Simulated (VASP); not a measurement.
# B32HN32 (a cell with a defect) in VASP: a series of runs, part 2 of 4

VASP 6.6.1. The steps go on from the part before.

### Step 3. Single point, r2SCAN, collinear spin

POSCAR

```
B32HN32
1.0
    7.2115910000      0.0000000000      0.0000000000
    0.0000000000      7.2115910000      0.0000000000
    0.0000000000      0.0000000000      7.2115910000
B N H
32 32 1
Direct
    0.9996580000      0.0004360000      0.9994980000
    0.9994340000      0.0002160000      0.4995470000
    0.9994200000      0.5004550000      0.9992620000
    0.9982830000      0.5009100000      0.4999830000
    0.4997380000      0.0002160000      0.9992760000
    0.5001680000      0.9990800000      0.4999990000
    0.5001430000      0.5009150000      0.9981430000
    0.5004870000      0.5012920000      0.5003070000
    0.2492990000      0.2500590000      0.9982830000
    0.2489790000      0.2497840000      0.5002460000
    0.2496590000      0.7507910000      0.9992640000
    0.2492510000      0.7518360000      0.4999080000
    0.7500000000      0.2504530000      0.9992720000
    0.7510590000      0.2500160000      0.4999220000
    0.7497980000      0.7505140000      0.9994430000
    0.7499690000      0.7507700000      0.4994760000
    0.2492990000      0.9991870000      0.2491290000
    0.2496850000      0.0002260000      0.7498610000
    0.2489280000      0.5012300000      0.2487700000
    0.2492210000      0.5008420000      0.7508990000
    0.7500230000      0.0001960000      0.2495060000
    0.7497580000      0.0003950000      0.7496070000
    0.7510700000      0.5008170000      0.2490670000
    0.7499760000      0.5004110000      0.7498370000
    0.9984150000      0.2500500000      0.2491340000
    0.9994250000      0.2504150000      0.7498480000
    0.9994370000      0.7507790000      0.2494850000
    0.9996140000      0.7505250000      0.7495790000
    0.5004380000      0.2496940000      0.2487710000
    0.5000730000      0.2500370000      0.7509250000
    0.5001170000      0.7518500000      0.2490930000
    0.4996580000      0.7507560000      0.7498240000
    0.1249840000      0.1257450000      0.1248230000
    0.1244170000      0.1252070000      0.6255440000
    0.1244160000      0.6264710000      0.1242250000
    0.1249240000      0.6258090000      0.6248650000
    0.6257190000      0.1252010000      0.1242420000
    0.6250510000      0.1257100000      0.6248820000
    0.6250690000      0.6258230000      0.1247680000
    0.6255880000      0.6263870000      0.6254340000
    0.3750430000      0.3758180000      0.1200460000
    0.3749060000      0.3757500000      0.6298070000
    0.3750640000      0.8758360000      0.1241770000
    0.3750130000      0.8757880000      0.6254950000
    0.8750220000      0.3758040000      0.1241640000
    0.8749860000      0.3757530000      0.6255130000
    0.8750450000      0.8757810000      0.1247120000
    0.8749890000      0.8757640000      0.6248940000
    0.3750520000      0.1209400000      0.3748660000
    0.3750400000      0.1251310000      0.8749070000
    0.3749310000      0.6307200000      0.3747750000
    0.3749930000      0.6264450000      0.8748300000
    0.8750410000      0.1251010000      0.3748680000
    0.8750210000      0.1256730000      0.8748570000
    0.8749920000      0.6264130000      0.3748120000
    0.8749850000      0.6258350000      0.8748320000
    0.1201620000      0.3758420000      0.3748710000
    0.1243020000      0.3757940000      0.8748800000
    0.1243620000      0.8758110000      0.3748610000
    0.1249030000      0.8757990000      0.8748510000
    0.6299350000      0.3757150000      0.3747650000
    0.6256440000      0.3757760000      0.8748470000
    0.6256700000      0.8757880000      0.3748390000
    0.6250910000      0.8757840000      0.8748370000
    0.3751360000      0.3757290000      0.3751290000
```

INCAR.step1

```
SYSTEM = B32HN32
ALGO     = Normal         ! electronic algorithm
EDIFF    = 1E-5           ! SCF threshold, eV
ENCUT    = 580            ! plane-wave cutoff, eV
GGA      = PE             ! functional
GGA_COMPAT= .FALSE.      
ISMEAR   = -1             ! smearing method
ISPIN    = 2              ! spin polarisation
ISYM     = -1           
LASPH    = .TRUE.         ! aspherical terms in the spheres
LCHARG   = .FALSE.        ! write CHGCAR
LREAL    = Auto         
LWAVE    = .TRUE.         ! write WAVECAR
MAGMOM   = 0 0 0 0 0 0 0 0.091 0 0.091 0 0 0 0 0 0 0 0 0.091 0 0 0 0 0 0 0 0 0 0.091 0 0 0 0 0 0 0 0 0 0 0 0.091 0.091 0 0 0 0 0 0 0.091 0 0.091 0 0 0 0 0 0.091 0 0 0 0.091 0 0 0 0.091 ! initial moments
NBANDS   = 170            ! bands
NELM     = 200            ! most SCF steps
PREC     = Accurate       ! precision mode
SIGMA    = 0.05           ! smearing width, eV
```

INCAR.step2

```
SYSTEM = B32HN32
ALGO     = Normal         ! electronic algorithm
EDIFF    = 1E-6           ! SCF threshold, eV
ENCUT    = 580            ! plane-wave cutoff, eV
GGA_COMPAT= .FALSE.      
ISIF     = 2              ! what is computed and relaxed
ISMEAR   = -1             ! smearing method
ISPIN    = 2              ! spin polarisation
ISTART   = 1            
ISYM     = -1           
LASPH    = .TRUE.         ! aspherical terms in the spheres
LCHARG   = .FALSE.        ! write CHGCAR
LMIXTAU  = .TRUE.       
LORBIT   = 11             ! projections on sites
LREAL    = Auto         
LWAVE    = .FALSE.        ! write WAVECAR
MAGMOM   = 0 0 0 0 0 0 0 0.091 0 0.091 0 0 0 0 0 0 0 0 0.091 0 0 0 0 0 0 0 0 0 0.091 0 0 0 0 0 0 0 0 0 0 0 0.091 0.091 0 0 0 0 0 0 0.091 0 0.091 0 0 0 0 0 0.091 0 0 0 0.091 0 0 0 0.091 ! initial moments
METAGGA  = R2SCAN         ! meta-GGA
NBANDS   = 170            ! bands
NELM     = 200            ! most SCF steps
PREC     = Accurate       ! precision mode
SIGMA    = 0.05           ! smearing width, eV
```

KPOINTS

```
explicit points
1
Reciprocal
  0.25000000   0.25000000   0.25000000 1
```

Potentials or basis: VASP PAW PBE potentials, release 64 (B, N, H).

On the command line:

```
$ cat potpaw_PBE.64/B/POTCAR potpaw_PBE.64/N/POTCAR potpaw_PBE.64/H/POTCAR > POTCAR
$ cp INCAR.step1 INCAR
$ mpirun -np 1 vasp_std > vasp.out
$ cp INCAR.step2 INCAR
$ mpirun -np 1 vasp_std > vasp.out
```

OUTCAR:

```text
SYSTEM = B32HN32
   EDIFF = 1E-6
   ENCUT = 580
   ISIF = 2
   ISMEAR = -1
   ISPIN = 2
   ISTART = 1
   ISYM = -1
   LASPH = .TRUE.
   LORBIT = 11
   LREAL = Auto
   METAGGA = R2SCAN
   NELM = 200
   PREC = Accurate

 ion  position               nearest neighbor table
   1  1.000  0.000  0.999-  47 1.56  54 1.56  60 1.56  33 1.57
   2  0.999  0.000  0.500-  53 1.56  59 1.56  48 1.56  34 1.57
   3  0.999  0.500  0.999-  58 1.56  45 1.56  56 1.56  35 1.57
   4  0.998  0.501  0.500-  57 1.55  55 1.56  46 1.56  36 1.57
   5  0.500  0.000  0.999-  43 1.56  50 1.56  64 1.56  37 1.57
   6  0.500  0.999  0.500-  49 1.55  44 1.56  63 1.56  38 1.57
[... 56 lines left out ...]
  63  0.626  0.876  0.375-  16 1.56   6 1.56  21 1.56  31 1.56
  64  0.625  0.876  0.875-   5 1.56  22 1.56  15 1.56  32 1.56
[... 555 lines left out ...]
      3.60391      0.00156      7.20637        -0.000519      0.006835      0.005032
      3.60701      7.20496      3.60579        -0.008903      0.020534     -0.008101
[... 57 lines left out ...]
      4.50790      6.31580      6.30897        -0.005249     -0.009489     -0.004042
      2.70533      2.70960      2.70528        -0.007121     -0.000270     -0.011455
 -----------------------------------------------------------------------------------
    total drift:                               -0.007391     -0.009522     -0.008243

  FREE ENERGIE OF THE ION-ELECTRON SYSTEM (eV)
  ---------------------------------------------------
  free  energy   TOTEN  =      -611.5215767099 eV

  energy  without entropy=     -611.5215767095  energy(sigma->0) =     -611.52157671

 total charge

# of ion       s       p       d       tot
------------------------------------------
    1        0.684   1.350   0.000   2.033
    2        0.684   1.353   0.000   2.037
    3        0.684   1.353   0.000   2.038
    4        0.685   1.357   0.000   2.042
    5        0.684   1.353   0.000   2.038
    6        0.685   1.357   0.000   2.042
[... 57 lines left out ...]
   64        1.227   2.800   0.000   4.027
   65        0.554   0.042   0.000   0.596
--------------------------------------------------
tot         61.720 132.717   0.000 194.437

 magnetization (x)

# of ion       s       p       d       tot
------------------------------------------
    1        0.000   0.000   0.000   0.000
    2        0.000   0.001   0.000   0.001
    3        0.000   0.001   0.000   0.001
    4        0.001   0.003   0.000   0.004
    5        0.000   0.001   0.000   0.001
    6        0.001   0.003   0.000   0.004
[... 57 lines left out ...]
   64       -0.000   0.000   0.000   0.000
   65        0.332   0.006   0.000   0.338
--------------------------------------------------
tot          0.402   0.278   0.000   0.681
```

OUTCAR.step1:

```text
SYSTEM = B32HN32
   EDIFF = 1E-5
   ENCUT = 580
   GGA = PE
   ISMEAR = -1
   ISPIN = 2
   ISYM = -1
[... 626 lines left out ...]
      3.60701      7.20496      3.60579        -0.001401      0.009064     -0.000746
[... 57 lines left out ...]
      4.50790      6.31580      6.30897        -0.005752     -0.009162     -0.003547
      2.70533      2.70960      2.70528        -0.007928     -0.000691     -0.012780
 -----------------------------------------------------------------------------------
    total drift:                               -0.007694     -0.010345     -0.008653

  FREE ENERGIE OF THE ION-ELECTRON SYSTEM (eV)
  ---------------------------------------------------
  free  energy   TOTEN  =      -556.4800940507 eV

  energy  without entropy=     -556.4800929212  energy(sigma->0) =     -556.48009349
```

OSZICAR.step1:

```text
N       E                     dE             d eps       ncg     rms          rms(c)
DAV:   1     0.122870569863E+04    0.12287E+04   -0.14716E+05   680   0.163E+03
DAV:   2    -0.499639341360E+03   -0.17283E+04   -0.16583E+04   836   0.370E+02
DAV:   3    -0.585880222478E+03   -0.86241E+02   -0.85651E+02   848   0.864E+01
DAV:   4    -0.587108737529E+03   -0.12285E+01   -0.12251E+01   832   0.101E+01
DAV:   5    -0.587132718238E+03   -0.23981E-01   -0.23955E-01   816   0.124E+00    0.381E+01
DAV:   6    -0.559164614092E+03    0.27968E+02   -0.86358E+01   784   0.214E+01    0.181E+01
DAV:   7    -0.556947023035E+03    0.22176E+01   -0.47461E+00   832   0.619E+00    0.109E+01
DAV:   8    -0.556501612986E+03    0.44541E+00   -0.15216E+00   760   0.309E+00    0.162E+00
DAV:   9    -0.556478888086E+03    0.22725E-01   -0.76598E-02   840   0.832E-01    0.683E-01
DAV:  10    -0.556478530843E+03    0.35724E-03   -0.12525E-02   848   0.260E-01    0.358E-01
DAV:  11    -0.556479908177E+03   -0.13773E-02   -0.21427E-03   792   0.131E-01    0.696E-02
DAV:  12    -0.556480046493E+03   -0.13832E-03   -0.24317E-04   864   0.443E-02    0.387E-02
DAV:  13    -0.556480085461E+03   -0.38968E-04   -0.36887E-05   752   0.192E-02    0.197E-02
DAV:  14    -0.556480094051E+03   -0.85900E-05   -0.64656E-06   496   0.900E-03
   1 F= -.55648009E+03 E0= -.55648009E+03  d E =-.112948E-05  mag=     1.0001
```

Run time: 11 min. Hardware: 1 thread of AMD EPYC 9R45 (Zen 5), shared host; peak memory 0.79 GiB.

Results:

| Item | Value |
| --- | --- |
| Free energy | -611.5216 eV |
| Pressure | 5.3 GPa |
| Largest force | 0.060 eV/Å |
| Band gap on the k mesh | 2.25 eV |
| Net moment | 1.00 μB per cell |
| Site moments | B +0.00, -0.01 (each value once); N +0.00, +0.01, +0.04, -0.00 (each value once); H +0.34 μB |
| Valence electrons inside the program's atomic spheres | B 2.03, 2.04, 2.00 (each value once); N 4.02, 4.03, 4.01 (each value once); H 0.60 |

Forces in eV/Å, atoms in the order of the input:
```
B    0.006  0.004  0.001
B    0.009  0.005  0.002
B    0.007  0.008  0.005
B    0.021 -0.005 -0.007
B   -0.001  0.007  0.005
B   -0.009  0.021 -0.008
B   -0.008 -0.002  0.023
B    0.029  0.029  0.034
B    0.012  0.020  0.016
B   -0.030 -0.030  0.042
B    0.012  0.001  0.006
B    0.016 -0.013 -0.004
B    0.001  0.006  0.004
B   -0.014  0.018 -0.006
B   -0.006  0.006  0.007
B    0.004 -0.003  0.004
B    0.018  0.019  0.015
B    0.007  0.006 -0.004
B   -0.019  0.037 -0.020
B    0.017  0.000 -0.011
B   -0.001  0.009  0.006
B    0.003  0.006 -0.001
B   -0.016  0.003  0.018
B   -0.002  0.006 -0.005
B    0.018  0.020  0.015
B    0.008  0.012 -0.001
B    0.009 -0.002  0.010
B    0.006  0.004  0.002
B    0.040 -0.018 -0.021
B   -0.006  0.016 -0.017
B   -0.012 -0.016  0.014
B    0.002  0.004 -0.002
N   -0.006 -0.005 -0.004
N    0.011  0.006 -0.023
N    0.007 -0.017  0.011
N   -0.007  0.000  0.002
N   -0.020  0.004  0.012
N   -0.004 -0.006  0.002
N   -0.004 -0.004 -0.006
N   -0.014 -0.020 -0.018
N   -0.006 -0.004 -0.029
N    0.009 -0.007  0.018
N   -0.010 -0.008 -0.006
N   -0.007 -0.007  0.000
N    0.003 -0.010 -0.003
N   -0.004 -0.003 -0.006
N   -0.009 -0.004  0.001
N   -0.002 -0.004 -0.001
N   -0.003 -0.028 -0.001
N   -0.005 -0.009 -0.006
N    0.003  0.016 -0.004
N   -0.005 -0.004 -0.002
N   -0.002 -0.004 -0.005
N   -0.007 -0.008 -0.003
N   -0.004  0.003 -0.001
N    0.000 -0.005 -0.006
N   -0.026 -0.008 -0.006
N    0.003 -0.007  0.000
N   -0.011 -0.003 -0.004
N   -0.006 -0.006 -0.005
N    0.020 -0.004  0.002
N    0.000 -0.006 -0.005
N   -0.001 -0.007 -0.006
N   -0.005 -0.009 -0.004
H   -0.007  0.000 -0.011
```

Levels at points of the mesh, in eV from the valence-band top:
Spin up:
| k point | band 127 | band 128 | band 129 | band 130 | band 131 | band 132 |
| --- | --- | --- | --- | --- | --- | --- |
| (0.25, 0.25, 0.25) | -2.16 | -2.16 | 0.00 | 4.43 | 4.43 | 4.92 |
Spin down:
| k point | band 126 | band 127 | band 128 | band 129 | band 130 | band 131 |
| --- | --- | --- | --- | --- | --- | --- |
| (0.25, 0.25, 0.25) | -2.98 | -2.13 | -2.13 | 2.25 | 4.44 | 4.44 |

Caveat: the PAW data sets were made with another functional, which shifts forces and pressure a little.

[end of part 2 of 4]
